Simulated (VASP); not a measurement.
# CuI (F-43m) in VASP: further runs, part 2 of 2

VASP 6.6.1. Earlier steps stand in the parts before.

## 3. Single point, PBE

The input, INCAR:

```
PREC = Accurate ; ENCUT = 520
EDIFF = 1E-7 ; ISMEAR = -1
SIGMA = 0.03 ; LREAL = F
LASPH = T ; NELM = 80
ALGO = Normal ; ISIF = 2
LWAVE = F ; LCHARG = F
GGA = PE ; NBANDS = 16
```

The input, KPOINTS:

```
regular mesh
0
Gamma
  3 3 3
```

The input, POSCAR:

```
CuI
1.0
    0.0000000000      3.0315000000      3.0315000000
    3.0315000000      0.0000000000      3.0315000000
    3.0315000000      3.0315000000      0.0000000000
I Cu
1 1
Direct
    0.0000000000      0.0000000000      0.0000000000
    0.7500000000      0.7500000000      0.7500000000
```

Potentials or basis: VASP PAW PBE potentials, release 64 (I, Cu).

The run is started by

```console
$ cat potpaw_PBE.64/I/POTCAR potpaw_PBE.64/Cu/POTCAR > POTCAR
$ mpirun -np 1 vasp_std > vasp.out
```

OUTCAR:

```text
PREC = Accurate
   ENCUT = 520
   EDIFF = 1E-7
   ISMEAR = -1
   LREAL = F
   LASPH = T
   NELM = 80
   ISIF = 2
   GGA = PE

 ion  position               nearest neighbor table
   1  0.000  0.000  0.000-   2 2.63   2 2.63   2 2.63   2 2.63
   2  0.750  0.750  0.750-   1 2.63   1 2.63   1 2.63   1 2.63

  LATTYP: Found a face centered cubic cell.
 ALAT       =     6.0630000000

  Lattice vectors:

 A1 = (   0.0000000000,   3.0315000000,   3.0315000000)
 A2 = (   3.0315000000,   0.0000000000,   3.0315000000)
 A3 = (   3.0315000000,   3.0315000000,   0.0000000000)

Analysis of symmetry for initial positions (statically):
=====================================================================
 Subroutine PRICEL returns:
 Original cell was already a primitive cell.

 Routine SETGRP: Setting up the symmetry group for a
 face centered cubic supercell.

 Subroutine GETGRP returns: Found 24 space group operations
 (whereof 24 operations were pure point group operations)
 out of a pool of 48 trial point group operations.

The static configuration has the point symmetry T_d .

Analysis of symmetry for dynamics (positions and initial velocities):
=====================================================================
 Subroutine PRICEL returns:
 Original cell was already a primitive cell.

 Routine SETGRP: Setting up the symmetry group for a
 face centered cubic supercell.

 Subroutine GETGRP returns: Found 24 space group operations
 (whereof 24 operations were pure point group operations)
 out of a pool of 48 trial point group operations.

The dynamic configuration has the point symmetry T_d .

 Subroutine INISYM returns: Found 24 space group operations
 (whereof 24 operations are pure point group operations),
 and found     1 'primitive' translations
[... 86 lines left out ...]
   NUPDOWN=      -1.0000    fix difference up-down
   EMIN   =  10.00;   EMAX   =-10.00  energy-range for DOS
   EFERMI =   0.00;   METHOD = LEGACY
   ISMEAR =    -1;   SIGMA  =   0.03  broadening in eV -4-tet -1-fermi 0-gaus
   EFERMI_NEDOS =   21; number of points for ismear=-14 and -15
   IALGO  =     38    algorithm
   IMIX   =      4    mixing-type and parameters
     AMIX     =   0.40;   BMIX     =  1.00
     AMIX_MAG =   1.60;   BMIX_MAG =  1.00
  volume/ion in A,a.u.               =      27.86       188.00
  Fermi-wavevector in a.u.,A,eV,Ry     =   1.123306  2.122741 17.168055  1.261816
  Thomas-Fermi vector in A             =   2.259971
   LORBIT       =      0    0 simple, 1 ext, 2 COOP (PROOUT), +10 PAW based schemes
   GGA     = PE    functional components
   LHFCALC =     F    Hartree Fock is set to
   AEXX    =    0.0000 exact exchange contribution
   IVDW    =     0    specifies the selected vdW correction
   LEPSILON=     F    determine dielectric tensor
   LRPA    =     F    only Hartree local field effects (RPA)
 non-spin polarized calculation
  energy-cutoff  :      520.00
  volume of cell :       55.72
 maximum number of plane-waves:      1516
   NGX = 15   NGY = 15   NGZ = 15

 number of electron      18.0000015 magnetization

 Free energy of the ion-electron system (eV)
  ---------------------------------------------------
  ext. energy  EPLUGINS =         0.00000000
  ---------------------------------------------------
  free energy    TOTEN  =        -5.40530534 eV

  energy without entropy =       -5.40530534  energy(sigma->0) =       -5.40530534

 E-fermi :   5.0509     XC(G=0):  -8.9072

 val. band max:        4.4646309974   @ k =   0.0000   0.0000   0.0000
 cond. band min:       5.6058818851   @ k =   0.0000   0.0000   0.0000
 fundamental gap:      1.1412508877
 Fermi energy:         5.0508740550

 k-point     1 :       0.0000    0.0000    0.0000
  band No.  band energies     occupation
      1      -9.5113      2.00000
      2       0.8286      2.00000
      3       0.8286      2.00000
      4       0.8286      2.00000
      5       2.5887      2.00000
      6       2.5887      2.00000
[... 53 lines left out ...]
      3      -0.0755      2.00000
      4       0.8203      2.00000
      5       2.4737      2.00000
      6       2.5883      2.00000
[... 8 lines left out ...]
     15      13.7758      0.00000
     16      17.7430      0.00000

------------------------ aborting loop because EDIFF is reached ----------------------------------------

  FORCE on cell =-STRESS in cart. coord.  units (eV):
  Direction    XX          YY          ZZ          XY          YZ          ZX
  --------------------------------------------------------------------------------------
  -------------------------------------------------------------------------------------
  Total        0.4707832      0.4707832      0.4707832     -0.0000000     -0.0000000      0.0000000
  in kB       13.5371983     13.5371983     13.5371983     -0.0000000     -0.0000000      0.0000000
  external PRESSURE =      13.5371983 kB  Pullay stress =       0.0000000 kB

 VOLUME and BASIS-vectors are now :
 -----------------------------------------------------------------------------
  energy-cutoff  :      520.00
  volume of cell :       55.72
      direct lattice vectors                 reciprocal lattice vectors
     0.000000000  3.031500000  3.031500000    -0.164934851  0.164934851  0.164934851
     3.031500000  0.000000000  3.031500000     0.164934851 -0.164934851  0.164934851
     3.031500000  3.031500000  0.000000000     0.164934851  0.164934851 -0.164934851

 POSITION                                       TOTAL-FORCE (eV/Angst)
 -----------------------------------------------------------------------------------
      0.00000      0.00000      0.00000         0.000000     -0.000000      0.000000
      4.54725      4.54725      4.54725        -0.000000      0.000000     -0.000000
 -----------------------------------------------------------------------------------
    total drift:                               -0.000001     -0.000001     -0.000001

  FREE ENERGIE OF THE ION-ELECTRON SYSTEM (eV)
  ---------------------------------------------------
  free  energy   TOTEN  =        -5.4053053378 eV

  energy  without entropy=       -5.4053053370  energy(sigma->0) =       -5.40530534
```

stdout:

```text
POSCAR found type information on POSCAR I Cu
 POSCAR found :  2 types and       2 ions
 scaLAPACK will be used
 LDA part: xc-table for (Slater+PW92), standard interpolation
 POSCAR, INCAR and KPOINTS ok, starting setup
 FFT: planning ... GRIDC
 FFT: planning ... GRID_SOFT
 FFT: planning ... GRID
 WAVECAR not read
 entering main loop
```

It used 13 s of CPU time on 1 thread of Intel Xeon 8259CL (shared host).

Results:

```yaml
Free_energy: -5.4053 eV
Pressure: 1.4 GPa
Band_gap_on_the_k_mesh: 1.14 eV
```

Caveat: the k points lie up to 0.60 Å⁻¹ apart; spin-orbit coupling is left out, which moves the levels of the heavy elements.
